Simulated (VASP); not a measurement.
Wanted: the native input for a VASP 6.6.1 run.

```yaml
Task: relaxation of cell and atoms
Functional: PBE
Potentials_or_basis: VASP PAW PBE potentials, release 64 (Si, C)
Cutoff: 600 eV
k_mesh: 3 × 3 × 6
Occupations: gaussian, width 0.1 eV
Spin: no spin polarisation
Dipole_correction: no
Further_INCAR_settings: ALGO = Normal; EDIFF = 1e-06; IBRION = 2; EDIFFG = -0.04; NSW = 90; ISIF = 3
```

The structure of SiC lies in POSCAR:

```
SiC
1.0
    5.9685031704      0.0000000000      0.0000000000
   -2.9842515852      5.1688753681      0.0000000000
    0.0000000000      0.0000000000      3.7392842982
Si C
3 3
Direct
    0.5000000000      0.0000000000      0.5000000000
    0.0000000000      0.5000000000      0.5000000000
    0.5000000000      0.5000000000      0.5000000000
    0.0000000000      0.0000000000      0.5000000000
    0.0000000000      0.0000000000      0.8351820628
    0.0000000000      0.0000000000      0.1648179372
```

The input as run:

INCAR

```
PREC = Accurate ; ENCUT = 600
EDIFF = 1E-6 ; ISMEAR = 0
SIGMA = 0.1 ; LREAL = False
LASPH = True ; NELM = 80
ALGO = Normal ; ISIF = 3
LWAVE = False ; LCHARG = False
GGA = PE ; IBRION = 2
NSW = 90 ; EDIFFG = -0.04
```

KPOINTS

```
regular mesh
0
Gamma
  3 3 6
```

Potentials or basis: VASP PAW PBE potentials, release 64 (Si, C).

Command:

```console
$ cat potpaw_PBE.64/Si/POTCAR potpaw_PBE.64/C/POTCAR > POTCAR
$ mpirun -np 1 vasp_std > vasp.out
```

Results of the run:

```yaml
Relaxed_volume: 16.18 Å³/atom
Relaxed_cell: a = 5.367 Å, b = 5.367 Å, c = 3.890 Å, α = 90.00°, β = 90.00°, γ = 120.00°
Space_group_after_relaxing_to_0.05_Å: P6/mmm (No. 191)
Energy_gained_by_relaxing: 145.2 meV/atom
Ionic_steps: 12
Pressure_after_relaxing: -0.1 GPa
Largest_force_after_relaxing: 0.038 eV/Å
Band_gap_on_the_k_mesh: zero (band 12 reaches 4.93 eV, above the bottom of band 13 at 4.40 eV)
```

Caveat: the k points lie up to 0.45 Å⁻¹ apart in the final cell; the volume moved by over 15 % at a fixed basis, so the end points are rough.

It took 2.4 min on 1 thread of Intel(R) Xeon(R) Platinum 8488C (Sapphire Rapids) (shared host), peak memory 0.25 GiB.
